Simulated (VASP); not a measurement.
HfO2:

```xyz
3
Lattice="0.0000 2.5292 2.5292 2.5292 0.0000 2.5292 2.5292 2.5292 0.0000" Properties=species:S:1:pos:R:3 pbc="T T T"
Hf    0.0000    0.0000    0.0000
O     1.2646    1.2646    1.2646
O     3.7938    3.7938    3.7938
```

Base run:

* Program: VASP 6.6.1
* Functional: r2SCAN
* Potentials or basis: VASP PAW PBE potentials, release 64 (Hf_pv, O)
* Cutoff: 520 eV
* k mesh: 6 × 6 × 6
* Occupations: gaussian, width 0.01 eV
* Spin: no spin polarisation

Its results: band gap on the k mesh 4.31 eV, direct; pressure -4.0 GPa.

Question: The run is repeated on the same cell with these changes: functional from r2SCAN to PBEsol; k mesh from 6 × 6 × 6 to 8 × 8 × 8. What comes out?

Answer: Band gap on the k mesh 3.69 eV, direct; pressure -5.9 GPa.

Several settings changed at once, so the effect can't be laid on one alone.

Caveats: the PAW data sets were made with another functional, which shifts forces and pressure a little; spin-orbit coupling is left out, which moves the levels of the heavy elements.

A k mesh can miss the band edges.
